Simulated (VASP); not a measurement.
Crystal: Al.

```
Al
1.0
     6.39286    0.00000    0.00000
     0.00000    3.21021    0.00000
     0.00000    0.00000    6.45475
Al
8
Direct
  0.02986 0.25000 0.66128
  0.52986 0.25000 0.83872
  0.97014 0.75000 0.33872
  0.47014 0.75000 0.16128
  0.15367 0.25000 0.06765
  0.65367 0.25000 0.43235
  0.84633 0.75000 0.93235
  0.34633 0.75000 0.56765
```

```yaml
Program: VASP 6.6.1
Task: relaxation of cell and atoms
Functional: PBE
Potentials_or_basis: VASP PAW PBE potentials, release 64 (Al)
Cutoff: 600 eV
k_mesh: 4 × 6 × 4
Occupations: gaussian, width 0.1 eV
Spin: no spin polarisation
```

At the start: pressure 8.7 GPa; volume 16.56 Å³/atom.

Task: How do energy, volume and symmetry change on relaxing?

Result: Over 45 steps the energy falls by 154.5 meV/atom and the volume is 17.87 Å³/atom (+7.9 %); space group Pnma (No. 62, to 0.1 Å) before and after.

Step by step:
```tsv
step	energy change (eV)	largest force (eV/Å)	pressure (GPa)	volume (Å³)
1	0.0000	0.4744	8.67	132.47
3	-0.4460	0.3515	-0.72	148.52
5	-0.6685	0.3912	-0.13	147.13
7	-0.7719	0.3126	0.32	145.40
9	-0.8645	0.2035	-1.36	147.29
11	-0.8792	0.3450	-1.56	147.73
13	-0.9086	0.5399	-1.84	148.34
15	-0.9292	0.5462	-1.74	147.98
17	-1.0218	0.3670	-0.90	145.48
19	-1.0878	0.2130	0.97	140.99
21	-1.1231	0.1134	-0.35	143.26
23	-1.1282	0.0880	-0.28	143.04
25	-1.1321	0.0537	0.28	141.80
27	-1.1458	0.1075	-0.06	142.51
29	-1.1482	0.1401	-0.14	142.76
31	-1.1539	0.1871	-0.17	142.92
33	-1.1547	0.2003	-0.17	142.98
35	-1.1686	0.1949	-0.01	142.69
37	-1.1823	0.2011	0.88	141.32
39	-1.1982	0.1718	0.23	142.38
41	-1.2205	0.0899	-0.34	143.51
43	-1.2324	0.0720	0.04	142.86
45	-1.2363	0.0361	0.00	142.94
```

Final structure:
```
CELL_PARAMETERS angstrom
6.31486 0.00000 0.00000
0.00000 2.88997 0.00000
0.00000 0.00000 7.83248
ATOMIC_POSITIONS crystal
Al 0.99686 0.25000 0.69806
Al 0.49685 0.25000 0.80194
Al 0.00314 0.75000 0.30194
Al 0.50314 0.75000 0.19806
Al 0.18200 0.25000 0.03550
Al 0.68200 0.25000 0.46450
Al 0.81800 0.75000 0.96450
Al 0.31800 0.75000 0.53550
```

Caveat: a cell axis changed by over 15 % at a fixed basis, so the end point is rough.
